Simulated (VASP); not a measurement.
Wanted: the native input for a VASP 6.6.1 run.

```
Task                   : single point
Functional             : BLYP
Potentials or basis    : VASP PAW PBE potentials, release 64 (Ir_sv_GW)
Cutoff                 : 560 eV
k mesh                 : 13 × 13 × 7
Occupations            : fermi-dirac, width 0.1 eV
Spin                   : no spin polarisation
Dipole correction      : no
Further INCAR settings : ALGO = Normal; EDIFF = 1e-06; NBANDS = 24
```

The structure of Ir lies in POSCAR:

```
Ir
1.0
    2.7964838247      0.0000000000      0.0000000000
   -1.3982419124      2.4218260335      0.0000000000
    0.0000000000      0.0000000000      4.5295527594
Ir
2
Direct
    0.3333333333      0.6666666667      0.2500000000
    0.6666666667      0.3333333333      0.7500000000
```

This isn't the form of Ir at room conditions, which is fcc.

One way to write it, as run:

INCAR

```
  PREC = Accurate
  ENCUT = 560
  EDIFF = 1E-6
  ISMEAR = -1
  SIGMA = 0.1
  LREAL = F
  LASPH = T
  NELM = 120
  ALGO = Normal
  ISIF = 2
  LWAVE = F
  LCHARG = T
  GGA = B5
  ALDAX = 1.0
  AGGAX = 1.0
  AGGAC = 1.0
  ALDAC = 0.0
  LELF = T
  LVHAR = T
  NBANDS = 24
  GGA_COMPAT = F
```

KPOINTS

```
Automatic mesh
0
Gamma
  13 13 7
```

Potentials or basis: VASP PAW PBE potentials, release 64 (Ir_sv_GW).

The run is started by

```console
$ cat potpaw_PBE.64/Ir_sv_GW/POTCAR > POTCAR
$ mpirun -np 1 vasp_std > vasp.out
```

Results of the run:

```yaml
Pressure: -0.2 GPa
Band_gap_on_the_k_mesh: zero (bands 17 and 18 overlap by 2.88 eV)
```

Caveat: the PAW data sets were made with another functional, which shifts forces and pressure a little; spin-orbit coupling is left out, which moves the levels of the heavy elements.

It took 93 s on 1 thread of Intel(R) Xeon(R) Platinum 8259CL CPU @ 2.50GHz (Skylake/Cascade Lake), on a shared host, peak memory 0.2 GiB.
